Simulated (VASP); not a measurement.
Wanted: the native input for a VASP 6.6.1 run.

| Item | Value |
| --- | --- |
| Task | relaxation of cell and atoms |
| Functional | PBE |
| Potentials or basis | VASP PAW PBE potentials, release 64 (In_d, Cu, O) |
| Cutoff | 600 eV |
| k mesh | 12 × 12 × 12 |
| Occupations | gaussian, width 0.1 eV |
| Spin | no spin polarisation |
| Dipole correction | no |
| Further INCAR settings | ALGO = Normal; EDIFF = 1e-06; IBRION = 2; EDIFFG = -0.01; NSW = 100; ISIF = 3 |

The structure of InCuO lies in POSCAR:

```
InCuO
1.0
    3.8386899393      0.0000000000      0.0000000000
    0.0000000000      3.8386899393      0.0000000000
    0.0000000000      0.0000000000      3.6431208131
In Cu O
1 1 1
Direct
    0.5000000000      0.5000000000      0.5000000000
    0.0000000000      0.0000000000      0.0000000000
    0.0000000000      0.0000000000      0.5000000000
```

These files were run (other wordings do the same):

INCAR

```
ALGO     = Normal         # electronic algorithm
EDIFF    = 1E-6           # SCF threshold, eV
EDIFFG   = -0.01          # ionic threshold
ENCUT    = 600            # plane-wave cutoff, eV
GGA      = PE             # functional
IBRION   = 2              # ionic algorithm
ISIF     = 3              # what is computed and relaxed
ISMEAR   = 0              # smearing method
LASPH    = T              # aspherical terms in the spheres
LCHARG   = F              # write CHGCAR
LREAL    = F              # projectors in reciprocal space
LWAVE    = F              # write WAVECAR
NELM     = 100            # most SCF steps
NSW      = 100            # ionic steps
PREC     = Accurate       # precision mode
SIGMA    = 0.1            # smearing width, eV
```

KPOINTS

```
k-points
0
Gamma
  12 12 12
```

Potentials or basis: VASP PAW PBE potentials, release 64 (In_d, Cu, O).

Command:

```bash
$ cat potpaw_PBE.64/In_d/POTCAR potpaw_PBE.64/Cu/POTCAR potpaw_PBE.64/O/POTCAR > POTCAR
$ mpirun -np 1 vasp_std > vasp.out
```

It gave:

The relaxed volume is 17.70 Å³/atom. The relaxed cell is a = 3.806 Å, b = 3.806 Å, c = 3.666 Å, α = 90.00°, β = 90.00°, γ = 90.00° and the space group after relaxing (to 0.05 Å) is P4/mmm (No. 123). The energy gained by relaxing is 0.7 meV/atom, the ionic steps are 6 and the pressure after relaxing is 0.0 GPa. The band gap on the k mesh is zero (band 15 reaches 5.33 eV, above the bottom of band 16 at 5.18 eV).

Caveat: spin-orbit coupling is left out, which moves the levels of the heavy elements.

It took 13 min on 1 thread of Oxide Virtual Turin-like Processor, with other jobs on the host, peak memory 0.37 GiB.
